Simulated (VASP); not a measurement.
# Ge (Pm-3m) in VASP: single point with PBE

Aim: the single point of Ge with PBE.

All numbers are computed with VASP 6.6.1; they aren't measurements. Logs are shortened: lines on timing, memory, paths and dates and some standing lists are left out, and cuts for length are marked.

### Step 1. The cell of the first run

Symmetry: Pm-3m, No. 221, cubic system. The conventional cell has a = 2.636 Å, b = 2.636 Å, c = 2.636 Å, α = 90.00°, β = 90.00°, γ = 90.00°. Ge (site symmetry m-3m) has 6 Ge at 2.64 Å within 3.5 Å.

### Step 2. Single point, PBE (volume scaled by 0.92)

Contents of INCAR:

```
PREC     = Accurate       # precision mode
ENCUT    = 520            # plane-wave cutoff, eV
EDIFF    = 1E-7           # SCF threshold, eV
ISMEAR   = -1             # smearing method
SIGMA    = 0.08           # smearing width, eV
LREAL    = F              # projectors in reciprocal space
LASPH    = T              # aspherical terms in the spheres
NELM     = 100            # most SCF steps
ALGO     = Normal         # electronic algorithm
ISIF     = 2              # what is computed and relaxed
LWAVE    = F              # write WAVECAR
LCHARG   = T              # write CHGCAR
GGA      = PE             # functional
LELF     = T              # ELF
LVHAR    = T            
NBANDS   = 13             # bands
```

Contents of KPOINTS:

```
Automatic mesh
0
Gamma
  15 15 15
```

Contents of POSCAR:

```
Ge
1.0
    2.6360319008      0.0000000000      0.0000000000
    0.0000000000      2.6360319008      0.0000000000
    0.0000000000      0.0000000000      2.6360319008
Ge
1
Direct
    0.0000000000      0.0000000000      0.0000000000
```

Potentials or basis: VASP PAW PBE potentials, release 64 (Ge_d).

Command:

```sh
$ cat potpaw_PBE.64/Ge_d/POTCAR > POTCAR
$ mpirun -np 1 vasp_std > vasp.out
```

OUTCAR:

```text
PREC = Accurate
   ENCUT = 520
   EDIFF = 1E-7
   ISMEAR = -1
   LREAL = F
   LASPH = T
   NELM = 100
   ISIF = 2
   GGA = PE

 ion  position               nearest neighbor table
   1  0.000  0.000  0.000-

  LATTYP: Found a simple cubic cell.
 ALAT       =     2.6360319008

  Lattice vectors:

 A1 = (   2.6360319008,   0.0000000000,   0.0000000000)
 A2 = (   0.0000000000,   2.6360319008,   0.0000000000)
 A3 = (   0.0000000000,   0.0000000000,   2.6360319008)

Analysis of symmetry for initial positions (statically):
=====================================================================
 Subroutine PRICEL returns:
 Original cell was already a primitive cell.

 Routine SETGRP: Setting up the symmetry group for a
 simple cubic supercell.

 Subroutine GETGRP returns: Found 48 space group operations
 (whereof 48 operations were pure point group operations)
 out of a pool of 48 trial point group operations.

The static configuration has the point symmetry O_h .

Analysis of symmetry for dynamics (positions and initial velocities):
=====================================================================
 Subroutine PRICEL returns:
 Original cell was already a primitive cell.

 Routine SETGRP: Setting up the symmetry group for a
 simple cubic supercell.

 Subroutine GETGRP returns: Found 48 space group operations
 (whereof 48 operations were pure point group operations)
 out of a pool of 48 trial point group operations.

The dynamic configuration has the point symmetry O_h .

 Subroutine INISYM returns: Found 48 space group operations
 (whereof 48 operations are pure point group operations),
 and found     1 'primitive' translations

----------------------------------------------------------------------------------------

                                     Primitive cell

  volume of cell :      18.3169

  direct lattice vectors                    reciprocal lattice vectors
     2.636031901  0.000000000  0.000000000     0.379358080  0.000000000  0.000000000
     0.000000000  2.636031901  0.000000000     0.000000000  0.379358080  0.000000000
     0.000000000  0.000000000  2.636031901     0.000000000  0.000000000  0.379358080

  length of vectors
     2.636031901  2.636031901  2.636031901     0.379358080  0.379358080  0.379358080

  position of ions in fractional coordinates (direct lattice)
     0.000000000  0.000000000  0.000000000

  ion indices of the primitive-cell ions
   primitive index   ion index
                 1           1

----------------------------------------------------------------------------------------

 KPOINTS: Automatic mesh

Automatic generation of k-mesh.
 Grid dimensions read from file:
 generate k-points for:   15   15   15

 Generating k-lattice:

  Cartesian coordinates                     Fractional coordinates (reciprocal lattice)
     0.025290539  0.000000000  0.000000000     0.066666667  0.000000000  0.000000000
     0.000000000  0.025290539  0.000000000     0.000000000  0.066666667  0.000000000
     0.000000000  0.000000000  0.025290539     0.000000000  0.000000000  0.066666667

  Length of vectors
     0.025290539  0.025290539  0.025290539

  Shift w.r.t. Gamma in fractional coordinates (k-lattice)
     0.000000000  0.000000000  0.000000000

 Subroutine IBZKPT returns following result:
 ===========================================

 Found    120 irreducible k-points:

 Following reciprocal coordinates:
            Coordinates               Weight
  0.000000  0.000000  0.000000      1.000000
  0.066667  0.000000  0.000000      6.000000
  0.133333  0.000000  0.000000      6.000000
  0.200000  0.000000  0.000000      6.000000
  0.266667  0.000000  0.000000      6.000000
  0.333333  0.000000  0.000000      6.000000
[... 16 lines left out ...]
  0.266667  0.200000  0.000000     24.000000
  0.333333  0.200000  0.000000     24.000000
 [... further k-points ...]
   k-points           NKPTS =    120   k-points in BZ     NKDIM =    120   number of bands    NBANDS=     13
   number of dos      NEDOS =    301   number of ions     NIONS =      1
   total plane-waves  NPLWV =   8000
   dimension x,y,z NGX =    20 NGY =   20 NGZ =   20
   dimension x,y,z NGXF=    40 NGYF=   40 NGZF=   40
   ions per type =               1
   NGX,Y,Z   is equivalent  to a cutoff of  12.61, 12.61, 12.61 a.u.
   NGXF,Y,Z  is equivalent  to a cutoff of  25.23, 25.23, 25.23 a.u.
 SYSTEM =  unknown system
   PREC   = accura    normal or accurate (medium, high low for compatibility)
   ISTART =      0    job   : 0-new  1-cont  2-samecut
   ICHARG =      2    charge: 1-file 2-atom 10-const
   ISPIN  =      1    spin polarized calculation?
   LNONCOLLINEAR =      F non collinear calculations
   LSORBIT =      F    spin-orbit coupling
   LASPH  =      T    aspherical Exc in radial PAW
   ENCUT  =  520.0 eV  38.22 Ry    6.18 a.u.   4.90  4.90  4.90*2*pi/ulx,y,z
   NELM   =    100;   NELMIN=  2; NELMDL= -5     # of ELM steps
   EDIFF  = 0.1E-06   stopping-criterion for ELM
   LREAL  =      F    real-space projection
   EDIFFG = 0.1E-05   stopping-criterion for IOM
   NSW    =      0    number of steps for IOM
   IBRION =     -1    ionic relax: 0-MD 1-quasi-New 2-CG
   NFREE  =      0    steps in history (QN), initial steepest desc. (CG)
   ISIF   =      2    stress and relaxation
   ISYM   =      2    0-nonsym 1-usesym 2-fastsym
   POTIM  = 0.5000    time-step for ionic-motion
   TEBEG  =    0.0;   TEEND  =   0.0 temperature during run
   PSTRESS=    0.0 pullay stress
   NELECT =      14.0000    total number of electrons
   NUPDOWN=      -1.0000    fix difference up-down
   EMIN   =  10.00;   EMAX   =-10.00  energy-range for DOS
   EFERMI =   0.00;   METHOD = LEGACY
   ISMEAR =    -1;   SIGMA  =   0.08  broadening in eV -4-tet -1-fermi 0-gaus
   EFERMI_NEDOS =   21; number of points for ismear=-14 and -15
   IALGO  =     38    algorithm
   IMIX   =      4    mixing-type and parameters
     AMIX     =   0.40;   BMIX     =  1.00
     AMIX_MAG =   1.60;   BMIX_MAG =  1.00
  volume/ion in A,a.u.               =      18.32       123.61
  Fermi-wavevector in a.u.,A,eV,Ry     =   1.496811  2.828562 30.483063  2.240442
  Thomas-Fermi vector in A             =   2.608779
   LORBIT       =      0    0 simple, 1 ext, 2 COOP (PROOUT), +10 PAW based schemes
   GGA     = PE    functional components
[... 5 lines left out ...]
 non-spin polarized calculation
  energy-cutoff  :      520.00
  volume of cell :       18.32
 maximum number of plane-waves:       504
 NGX is ok and might be reduce to    20
   NGX =  9   NGY =  9   NGZ =  9

 number of electron      14.0000015 magnetization

 Free energy of the ion-electron system (eV)
  ---------------------------------------------------
  ext. energy  EPLUGINS =         0.00000000
  ---------------------------------------------------
  free energy    TOTEN  =        -4.24298541 eV

  energy without entropy =       -4.23192038  energy(sigma->0) =       -4.23745290

 E-fermi :   6.7856     XC(G=0): -11.3294

 val. band max:        6.7787813936   @ k =   0.4000   0.3333   0.0000
 cond. band min:       6.7883420858   @ k =   0.2667   0.2000   0.1333
 fundamental gap:      0.0095606922
 Fermi energy:         6.7856302607

 k-point     1 :       0.0000    0.0000    0.0000
  band No.  band energies     occupation
      1     -17.9451      2.00000
      2     -17.9451      2.00000
      3     -17.6360      2.00000
      4     -17.6360      2.00000
      5     -17.6360      2.00000
      6      -6.6105      2.00000
      7      13.8621      0.00000
      8      13.8621      0.00000
      9      13.8621      0.00000
     10      17.1585      0.00000
     11      17.1585      0.00000
     12      20.1432      0.00000
     13      36.5130      0.00000

 k-point     2 :       0.0667    0.0000    0.0000
  band No.  band energies     occupation
      1     -17.9444      2.00000
      2     -17.9348      2.00000
      3     -17.6395      2.00000
      4     -17.6395      2.00000
      5     -17.6357      2.00000
      6      -6.5173      2.00000
      7      12.4432      0.00000
      8      13.9537      0.00000
      9      13.9537      0.00000
     10      17.2402      0.00000
     11      18.2491      0.00000
     12      20.7063      0.00000
     13      34.5358      0.00000

 k-point     3 :       0.1333    0.0000    0.0000
  band No.  band energies     occupation
      1     -17.9422      2.00000
      2     -17.9058      2.00000
      3     -17.6495      2.00000
      4     -17.6495      2.00000
      5     -17.6349      2.00000
      6      -6.2382      2.00000
      7      10.1483      0.00000
      8      14.2245      0.00000
      9      14.2245      0.00000
     10      17.4845      0.00000
     11      19.2003      0.00000
     12      22.7411      0.00000
     13      32.0967      0.00000
[... 305 lines left out ...]
 k-point    23 :       0.2667    0.2000    0.0000
  band No.  band energies     occupation
      1     -17.8864      2.00000
      2     -17.7711      2.00000
      3     -17.7169      2.00000
      4     -17.6780      2.00000
      5     -17.6597      2.00000
      6      -4.3004      2.00000
      7       6.4431      1.97274
      8       9.3828      0.00000
      9      16.0428      0.00000
     10      19.6027      0.00000
     11      21.0692      0.00000
     12      26.9630      0.00000
     13      28.5498      0.00000

 k-point    24 :       0.3333    0.2000    0.0000
  band No.  band energies     occupation
      1     -17.8799      2.00000
      2     -17.7357      2.00000
      3     -17.7260      2.00000
      4     -17.6937      2.00000
      5     -17.6582      2.00000
      6      -3.4987      2.00000
      7       4.5295      2.00000
      8      10.0652      0.00000
      9      16.7120      0.00000
     10      18.4248      0.00000
     11      21.2403      0.00000
     12      26.8025      0.00000
     13      26.8943      0.00000

 [... further k-points ...]

------------------------ aborting loop because EDIFF is reached ----------------------------------------

  FORCE on cell =-STRESS in cart. coord.  units (eV):
  Direction    XX          YY          ZZ          XY          YZ          ZX
  --------------------------------------------------------------------------------------
  -------------------------------------------------------------------------------------
  Total        0.7735793      0.7735793      0.7735793      0.0000000      0.0000000     -0.0000000
  in kB       67.6648958     67.6648958     67.6648958      0.0000000      0.0000000     -0.0000000
  external PRESSURE =      67.6648958 kB  Pullay stress =       0.0000000 kB

 VOLUME and BASIS-vectors are now :
 -----------------------------------------------------------------------------
  energy-cutoff  :      520.00
  volume of cell :       18.32
      direct lattice vectors                 reciprocal lattice vectors
     2.636031901  0.000000000  0.000000000     0.379358080  0.000000000  0.000000000
     0.000000000  2.636031901  0.000000000     0.000000000  0.379358080  0.000000000
     0.000000000  0.000000000  2.636031901     0.000000000  0.000000000  0.379358080

 POSITION                                       TOTAL-FORCE (eV/Angst)
 -----------------------------------------------------------------------------------
      0.00000      0.00000      0.00000         0.000000      0.000000      0.000000
 -----------------------------------------------------------------------------------
    total drift:                                0.000000      0.000000      0.000000

  FREE ENERGIE OF THE ION-ELECTRON SYSTEM (eV)
  ---------------------------------------------------
  free  energy   TOTEN  =        -4.2429854076 eV

  energy  without entropy=       -4.2319203849  energy(sigma->0) =       -4.23745290
```

Wall time 7.9 s (1 thread of Intel Xeon 6975P-C (Granite Rapids), shared host); peak memory 0.14 GiB.

Results:

```
Free energy            : -4.2430 eV
Pressure               : 6.8 GPa
Band gap on the k mesh : zero (band 7 reaches 13.86 eV, above the bottom of band 8 at 4.32 eV)
```

Levels at points of the mesh, in eV from the Fermi level:
```tsv
k point	band 5	band 6	band 7	band 8	band 9	band 10
(0.00, 0.00, 0.00)	-24.42	-13.40	7.08	7.08	7.08	10.37
```
